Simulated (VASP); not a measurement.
# Ga (Fd-3m) in VASP: further runs

Ga is run at these levels: PBEsol; tasks: single point.

Program: VASP 6.6.1. These are calculated values, not measurements. Logs are shortened: lines on timing, memory, paths and dates and some standing lists are left out, and cuts for length are marked.

### 1 The cell of the first run

It takes space group Fd-3m (No. 227, cubic). Conventional cell: a = 5.517 Å, b = 5.517 Å, c = 5.517 Å, α = 90.00°, β = 90.00°, γ = 90.00°. Within 3.2 Å of Ga (site symmetry -43m) lie 4 Ga at 2.39 Å.

### 2 Single point, PBEsol (volume scaled by 0.88)

Contents of INCAR:

```
PREC = Accurate ; ENCUT = 520
EDIFF = 1E-6 ; ISMEAR = -1
SIGMA = 0.1 ; LREAL = F
LASPH = T ; NELM = 60
ALGO = Normal ; ISIF = 2
LWAVE = F ; LCHARG = F
GGA = PS ; NBANDS = 20
```

Contents of KPOINTS:

```
Automatic mesh
0
Gamma
  11 11 11
```

Contents of POSCAR:

```
Ga
1.0
    0.0000000000      2.7586482326      2.7586482326
    2.7586482326      0.0000000000      2.7586482326
    2.7586482326      2.7586482326      0.0000000000
Ga
2
Direct
    0.1250000000      0.1250000000      0.1250000000
    0.8750000000      0.8750000000      0.8750000000
```

Potentials or basis: VASP PAW PBE potentials, release 64 (Ga_d).

On the command line:

```console
$ cat potpaw_PBE.64/Ga_d/POTCAR > POTCAR
$ mpirun -np 1 vasp_std > vasp.out
```

OUTCAR:

```text
PREC = Accurate
   ENCUT = 520
   EDIFF = 1E-6
   ISMEAR = -1
   LREAL = F
   LASPH = T
   NELM = 60
   ISIF = 2
   GGA = PS

 ion  position               nearest neighbor table
   1  0.125  0.125  0.125-   2 2.39   2 2.39   2 2.39   2 2.39
   2  0.875  0.875  0.875-   1 2.39   1 2.39   1 2.39   1 2.39

  LATTYP: Found a face centered cubic cell.
 ALAT       =     5.5172964652

  Lattice vectors:

 A1 = (   0.0000000000,   2.7586482326,   2.7586482326)
 A2 = (   2.7586482326,   0.0000000000,   2.7586482326)
 A3 = (   2.7586482326,   2.7586482326,   0.0000000000)

Analysis of symmetry for initial positions (statically):
=====================================================================
 Subroutine PRICEL returns:
 Original cell was already a primitive cell.

 Routine SETGRP: Setting up the symmetry group for a
 face centered cubic supercell.

 Subroutine GETGRP returns: Found 48 space group operations
 (whereof 12 operations were pure point group operations)
 out of a pool of 48 trial point group operations.

The static configuration has the point symmetry D_3d.
 The point group associated with its full space group is O_h .

Analysis of symmetry for dynamics (positions and initial velocities):
=====================================================================
 Subroutine PRICEL returns:
 Original cell was already a primitive cell.

 Routine SETGRP: Setting up the symmetry group for a
 face centered cubic supercell.

 Subroutine GETGRP returns: Found 48 space group operations
 (whereof 12 operations were pure point group operations)
 out of a pool of 48 trial point group operations.

The dynamic configuration has the point symmetry D_3d.
 The point group associated with its full space group is O_h .

 Subroutine INISYM returns: Found 48 space group operations
 (whereof 12 operations are pure point group operations),
 and found     1 'primitive' translations

----------------------------------------------------------------------------------------

                                     Primitive cell

  volume of cell :      41.9874

  direct lattice vectors                    reciprocal lattice vectors
     0.000000000  2.758648233  2.758648233    -0.181248190  0.181248190  0.181248190
     2.758648233  0.000000000  2.758648233     0.181248190 -0.181248190  0.181248190
     2.758648233  2.758648233  0.000000000     0.181248190  0.181248190 -0.181248190

  length of vectors
     3.901317744  3.901317744  3.901317744     0.313931074  0.313931074  0.313931074

  position of ions in fractional coordinates (direct lattice)
     0.125000000  0.125000000  0.125000000
     0.875000000  0.875000000  0.875000000

  ion indices of the primitive-cell ions
   primitive index   ion index
                 1           1
                 2           2

----------------------------------------------------------------------------------------

 KPOINTS: Automatic mesh

Automatic generation of k-mesh.
 Grid dimensions read from file:
 generate k-points for:   11   11   11

 Generating k-lattice:

  Cartesian coordinates                     Fractional coordinates (reciprocal lattice)
    -0.016477108  0.016477108  0.016477108     0.090909091  0.000000000  0.000000000
     0.016477108 -0.016477108  0.016477108     0.000000000  0.090909091  0.000000000
     0.016477108  0.016477108 -0.016477108     0.000000000  0.000000000  0.090909091

  Length of vectors
     0.028539189  0.028539189  0.028539189

  Shift w.r.t. Gamma in fractional coordinates (k-lattice)
     0.000000000  0.000000000  0.000000000

 Subroutine IBZKPT returns following result:
 ===========================================

 Found     56 irreducible k-points:

 Following reciprocal coordinates:
            Coordinates               Weight
  0.000000  0.000000  0.000000      1.000000
  0.090909  0.000000  0.000000      8.000000
  0.181818  0.000000  0.000000      8.000000
  0.272727  0.000000  0.000000      8.000000
  0.363636  0.000000  0.000000      8.000000
  0.454545  0.000000  0.000000      8.000000
[... 16 lines left out ...]
 -0.272727  0.181818  0.000000     24.000000
 -0.181818  0.181818  0.000000     12.000000
 [... further k-points ...]
   k-points           NKPTS =     56   k-points in BZ     NKDIM =     56   number of bands    NBANDS=     20
   number of dos      NEDOS =    301   number of ions     NIONS =      2
   total plane-waves  NPLWV =  27000
   dimension x,y,z NGX =    30 NGY =   30 NGZ =   30
   dimension x,y,z NGXF=    60 NGYF=   60 NGZF=   60
   ions per type =               2
   NGX,Y,Z   is equivalent  to a cutoff of  12.78, 12.78, 12.78 a.u.
   NGXF,Y,Z  is equivalent  to a cutoff of  25.57, 25.57, 25.57 a.u.
 SYSTEM =  unknown system
   PREC   = accura    normal or accurate (medium, high low for compatibility)
   ISTART =      0    job   : 0-new  1-cont  2-samecut
   ICHARG =      2    charge: 1-file 2-atom 10-const
   ISPIN  =      1    spin polarized calculation?
   LNONCOLLINEAR =      F non collinear calculations
   LSORBIT =      F    spin-orbit coupling
   LASPH  =      T    aspherical Exc in radial PAW
   ENCUT  =  520.0 eV  38.22 Ry    6.18 a.u.   7.25  7.25  7.25*2*pi/ulx,y,z
   NELM   =     60;   NELMIN=  2; NELMDL= -5     # of ELM steps
   EDIFF  = 0.1E-05   stopping-criterion for ELM
   LREAL  =      F    real-space projection
   EDIFFG = 0.1E-04   stopping-criterion for IOM
   NSW    =      0    number of steps for IOM
   IBRION =     -1    ionic relax: 0-MD 1-quasi-New 2-CG
   NFREE  =      0    steps in history (QN), initial steepest desc. (CG)
   ISIF   =      2    stress and relaxation
   ISYM   =      2    0-nonsym 1-usesym 2-fastsym
   POTIM  = 0.5000    time-step for ionic-motion
   TEBEG  =    0.0;   TEEND  =   0.0 temperature during run
   PSTRESS=    0.0 pullay stress
   NELECT =      26.0000    total number of electrons
   NUPDOWN=      -1.0000    fix difference up-down
   EMIN   =  10.00;   EMAX   =-10.00  energy-range for DOS
   EFERMI =   0.00;   METHOD = LEGACY
   ISMEAR =    -1;   SIGMA  =   0.10  broadening in eV -4-tet -1-fermi 0-gaus
   EFERMI_NEDOS =   21; number of points for ismear=-14 and -15
   IALGO  =     38    algorithm
   IMIX   =      4    mixing-type and parameters
     AMIX     =   0.40;   BMIX     =  1.00
     AMIX_MAG =   1.60;   BMIX_MAG =  1.00
  volume/ion in A,a.u.               =      20.99       141.67
  Fermi-wavevector in a.u.,A,eV,Ry     =   1.395381  2.636889 26.491761  1.947089
  Thomas-Fermi vector in A             =   2.518839
   LORBIT       =      0    0 simple, 1 ext, 2 COOP (PROOUT), +10 PAW based schemes
   GGA     = PS    functional components
   LHFCALC =     F    Hartree Fock is set to
   AEXX    =    0.0000 exact exchange contribution
   IVDW    =     0    specifies the selected vdW correction
   LEPSILON=     F    determine dielectric tensor
   LRPA    =     F    only Hartree local field effects (RPA)
 non-spin polarized calculation
  energy-cutoff  :      520.00
  volume of cell :       41.99
 maximum number of plane-waves:      1147
 NGX is ok and might be reduce to    30
   NGX = 15   NGY = 15   NGZ = 15

 number of electron      25.9999990 magnetization

 Free energy of the ion-electron system (eV)
  ---------------------------------------------------
  ext. energy  EPLUGINS =         0.00000000
  ---------------------------------------------------
  free energy    TOTEN  =        -5.93102848 eV

  energy without entropy =       -5.89614351  energy(sigma->0) =       -5.91358599

 E-fermi :   3.7346     XC(G=0): -10.3481

 val. band max:        3.7219371209   @ k =   0.3636   0.1818   0.0909
 cond. band min:       3.7593959946   @ k =  -0.3636   0.3636   0.0000
 fundamental gap:      0.0374588737
 Fermi energy:         3.7346008961

 k-point     1 :       0.0000    0.0000    0.0000
  band No.  band energies     occupation
      1     -11.1530      2.00000
      2     -11.1530      2.00000
      3     -11.1530      2.00000
      4     -11.0963      2.00000
      5     -11.0963      2.00000
      6     -10.6382      2.00000
[... 12 lines left out ...]
     19      12.2508      0.00000
     20      15.9281      0.00000

 k-point     2 :       0.0909    0.0000    0.0000
  band No.  band energies     occupation
      1     -11.1669      2.00000
      2     -11.1669      2.00000
      3     -11.1508      2.00000
      4     -11.0769      2.00000
      5     -11.0769      2.00000
      6     -10.6447      2.00000
[... 12 lines left out ...]
     19      12.9441      0.00000
     20      14.8200      0.00000

 k-point     3 :       0.1818    0.0000    0.0000
  band No.  band energies     occupation
      1     -11.1850      2.00000
      2     -11.1850      2.00000
      3     -11.1448      2.00000
      4     -11.0453      2.00000
      5     -11.0453      2.00000
      6     -10.6591      2.00000
[... 12 lines left out ...]
     19      13.7974      0.00000
     20      14.1862      0.00000

 k-point     4 :       0.2727    0.0000    0.0000
  band No.  band energies     occupation
      1     -11.1946      2.00000
      2     -11.1946      2.00000
      3     -11.1371      2.00000
      4     -11.0213      2.00000
      5     -11.0213      2.00000
      6     -10.6796      2.00000
[... 12 lines left out ...]
     19      13.8910      0.00000
     20      14.4882      0.00000

 k-point     5 :       0.3636    0.0000    0.0000
  band No.  band energies     occupation
      1     -11.1964      2.00000
      2     -11.1964      2.00000
      3     -11.1300      2.00000
      4     -11.0106      2.00000
      5     -11.0106      2.00000
      6     -10.6989      2.00000
[... 12 lines left out ...]
     19      15.4877      0.00000
     20      15.6709      0.00000

 k-point     6 :       0.4545    0.0000    0.0000
  band No.  band energies     occupation
      1     -11.1949      2.00000
      2     -11.1949      2.00000
      3     -11.1257      2.00000
      4     -11.0089      2.00000
      5     -11.0089      2.00000
      6     -10.7107      2.00000
[... 12 lines left out ...]
     19      17.1657      0.00000
     20      17.2942      0.00000

 k-point     7 :       0.0909    0.0909    0.0000
  band No.  band energies     occupation
      1     -11.1759      2.00000
      2     -11.1577      2.00000
      3     -11.1577      2.00000
      4     -11.0841      2.00000
      5     -11.0577      2.00000
      6     -10.6807      2.00000
[... 12 lines left out ...]
     19      13.1169      0.00000
     20      13.7854      0.00000
[... 277 lines left out ...]
 k-point    20 :       0.4545    0.1818    0.0000
  band No.  band energies     occupation
      1     -11.2379      2.00000
      2     -11.1967      2.00000
      3     -11.1124      2.00000
      4     -10.9726      2.00000
      5     -10.9331      2.00000
      6     -10.8183      2.00000
[... 12 lines left out ...]
     19      15.4841      0.00000
     20      18.2662      0.00000

 k-point    21 :      -0.4545    0.1818    0.0000
  band No.  band energies     occupation
      1     -11.2413      2.00000
      2     -11.2070      2.00000
      3     -11.0884      2.00000
      4     -10.9548      2.00000
      5     -10.9520      2.00000
      6     -10.7940      2.00000
[... 12 lines left out ...]
     19      15.3390      0.00000
     20      16.9165      0.00000

 k-point    22 :      -0.3636    0.1818    0.0000
  band No.  band energies     occupation
      1     -11.2352      2.00000
      2     -11.2168      2.00000
      3     -11.0768      2.00000
      4     -10.9871      2.00000
      5     -10.9379      2.00000
      6     -10.7644      2.00000
[... 12 lines left out ...]
     19      15.0435      0.00000
     20      15.3049      0.00000

 k-point    23 :      -0.2727    0.1818    0.0000
  band No.  band energies     occupation
      1     -11.2220      2.00000
      2     -11.2199      2.00000
      3     -11.0872      2.00000
      4     -11.0142      2.00000
      5     -10.9426      2.00000
      6     -10.7400      2.00000
[... 12 lines left out ...]
     19      13.6474      0.00000
     20      15.9507      0.00000

 k-point    24 :      -0.1818    0.1818    0.0000
  band No.  band energies     occupation
      1     -11.2188      2.00000
      2     -11.1981      2.00000
      3     -11.1164      2.00000
      4     -11.0297      2.00000
      5     -10.9709      2.00000
      6     -10.7239      2.00000
[... 12 lines left out ...]
     19      13.1048      0.00000
     20      15.9774      0.00000

 [... further k-points ...]
[... 5 lines left out ...]
  --------------------------------------------------------------------------------------
  -------------------------------------------------------------------------------------
  Total        2.0206026      2.0206026      2.0206026      0.0000000      0.0000000      0.0000000
  in kB       77.1032201     77.1032201     77.1032201      0.0000000      0.0000000      0.0000000
  external PRESSURE =      77.1032201 kB  Pullay stress =       0.0000000 kB

 VOLUME and BASIS-vectors are now :
 -----------------------------------------------------------------------------
  energy-cutoff  :      520.00
  volume of cell :       41.99
      direct lattice vectors                 reciprocal lattice vectors
     0.000000000  2.758648233  2.758648233    -0.181248190  0.181248190  0.181248190
     2.758648233  0.000000000  2.758648233     0.181248190 -0.181248190  0.181248190
     2.758648233  2.758648233  0.000000000     0.181248190  0.181248190 -0.181248190

 POSITION                                       TOTAL-FORCE (eV/Angst)
 -----------------------------------------------------------------------------------
      0.68966      0.68966      0.68966         0.000000     -0.000000      0.000000
      4.82763      4.82763      4.82763        -0.000000      0.000000     -0.000000
 -----------------------------------------------------------------------------------
    total drift:                               -0.000000      0.000000      0.000000

  FREE ENERGIE OF THE ION-ELECTRON SYSTEM (eV)
  ---------------------------------------------------
  free  energy   TOTEN  =        -5.9310284799 eV

  energy  without entropy=       -5.8961435064  energy(sigma->0) =       -5.91358599
```

Run time: 17 s. Hardware: 1 thread of Intel Xeon 6975P-C (Granite Rapids), shared host; peak memory 0.18 GiB.

Results:

| Quantity | Value |
| --- | --- |
| Free energy | -5.9310 eV |
| Pressure | 7.7 GPa |
| Band gap on the k mesh | zero (band 13 reaches 7.07 eV, above the bottom of band 14 at 2.35 eV) |

Caveat: the cell differs from its parent crystal (volume scaled by 0.88); the PAW data sets were made with another functional, which shifts forces and pressure a little.

### 3 Single point, PBEsol (volume scaled by 0.92)

Contents of INCAR:

```
PREC = Accurate ; ENCUT = 520
EDIFF = 1E-6 ; ISMEAR = -1
SIGMA = 0.1 ; LREAL = F
LASPH = T ; NELM = 60
ALGO = Normal ; ISIF = 2
LWAVE = F ; LCHARG = T
GGA = PS ; LELF = T
LVHAR = T ; NBANDS = 20
```

KPOINTS is that of step 2.

Contents of POSCAR:

```
Ga
1.0
    0.0000000000      2.7998281580      2.7998281580
    2.7998281580      0.0000000000      2.7998281580
    2.7998281580      2.7998281580      0.0000000000
Ga
2
Direct
    0.1250000000      0.1250000000      0.1250000000
    0.8750000000      0.8750000000      0.8750000000
```

Potentials or basis: VASP PAW PBE potentials, release 64 (Ga_d).

On the command line:

```console
$ cat potpaw_PBE.64/Ga_d/POTCAR > POTCAR
$ mpirun -np 1 vasp_std > vasp.out
```

It took 18 s on 1 thread of Intel Xeon 6975P-C (Granite Rapids), shared host; peak memory 0.18 GiB.

Results (log left out):

- Free energy: -6.0027 eV
- Pressure: 4.5 GPa
- Band gap on the k mesh: zero (band 13 reaches 6.59 eV, above the bottom of band 14 at 2.10 eV)

Levels at points of the mesh, in eV from the Fermi level:
| k point | band 9 | band 10 | band 11 | band 12 | band 13 | band 14 | band 15 | band 16 | band 17 | band 18 |
| --- | --- | --- | --- | --- | --- | --- | --- | --- | --- | --- |
| (0.00, 0.00, 0.00) | -14.28 | -14.28 | -10.10 | 3.18 | 3.18 | 3.18 | 4.97 | 5.22 | 5.22 | 5.22 |

Caveat: the cell differs from its parent crystal (volume scaled by 0.92); the PAW data sets were made with another functional, which shifts forces and pressure a little.

### 4 Single point, PBEsol (volume scaled by 0.96)

Contents of INCAR:

```
PREC = Accurate
ENCUT = 520
EDIFF = 1E-7
ISMEAR = -1
SIGMA = 0.1
LREAL = False
LASPH = True
NELM = 80
ALGO = Normal
ISIF = 2
LWAVE = False
LCHARG = False
GGA = PS
NBANDS = 20
```

Contents of KPOINTS:

```
regular mesh
0
Gamma
  11 11 11
```

Contents of POSCAR:

```
Ga
1.0
    0.0000000000      2.8398311077      2.8398311077
    2.8398311077      0.0000000000      2.8398311077
    2.8398311077      2.8398311077      0.0000000000
Ga
2
Direct
    0.1250000000      0.1250000000      0.1250000000
    0.8750000000      0.8750000000      0.8750000000
```

On the command line:

```console
$ cat potpaw_PBE.64/Ga_d/POTCAR > POTCAR
$ mpirun -np 1 vasp_std > vasp.out
```

It took 19 s on 1 thread of Intel Xeon 6975P-C (Granite Rapids), shared host; peak memory 0.18 GiB.

Results (log left out):

```yaml
Free_energy: -6.0405 eV
Pressure: 2.0 GPa
Band_gap_on_the_k_mesh: zero (band 13 reaches 6.15 eV, above the bottom of band 14 at 1.88 eV)
```

Levels at points of the mesh, in eV from the Fermi level:
```tsv
k point	band 9	band 10	band 11	band 12	band 13	band 14	band 15	band 16	band 17	band 18
(0.00, 0.00, 0.00)	-14.29	-14.29	-9.86	3.04	3.04	3.04	4.49	5.08	5.08	5.08
```

Caveat: the cell differs from its parent crystal (volume scaled by 0.96); the PAW data sets were made with another functional, which shifts forces and pressure a little.

### 5 Single point, PBEsol

This run uses another cell than the first one, of 23.86 Å³/atom, 1.136 times its volume.

Contents of INCAR:

```
  ALGO = Normal
  EDIFF = 1E-6
  ENCUT = 520
  GGA = PS
  ISIF = 2
  ISMEAR = -1
  LASPH = T
  LCHARG = F
  LREAL = F
  LWAVE = F
  NBANDS = 20
  NELM = 60
  PREC = Accurate
  SIGMA = 0.1
```

Contents of KPOINTS:

```
k-points
0
Gamma
  11 11 11
```

Contents of POSCAR:

```
Ga
1.0
    0.0000000000      2.8787377384      2.8787377384
    2.8787377384      0.0000000000      2.8787377384
    2.8787377384      2.8787377384      0.0000000000
Ga
2
Direct
    0.1250000000      0.1250000000      0.1250000000
    0.8750000000      0.8750000000      0.8750000000
```

On the command line:

```console
$ cat potpaw_PBE.64/Ga_d/POTCAR > POTCAR
$ mpirun -np 1 vasp_std > vasp.out
```

Wall time 18 s (1 thread of Intel Xeon 6975P-C (Granite Rapids), shared host); peak memory 0.18 GiB.

It converged, with:

```yaml
Free_energy: -6.0517 eV
Pressure: 0.0 GPa
Band_gap_on_the_k_mesh: zero (band 13 reaches 5.74 eV, above the bottom of band 14 at 1.67 eV)
```

Levels at points of the mesh, in eV from the Fermi level:
```tsv
k point	band 9	band 10	band 11	band 12	band 13	band 14	band 15	band 16	band 17	band 18
(0.00, 0.00, 0.00)	-14.30	-14.30	-9.64	2.92	2.92	2.92	4.04	4.96	4.96	4.96
```

Caveat: the PAW data sets were made with another functional, which shifts forces and pressure a little.

[end of part 1 of 2]
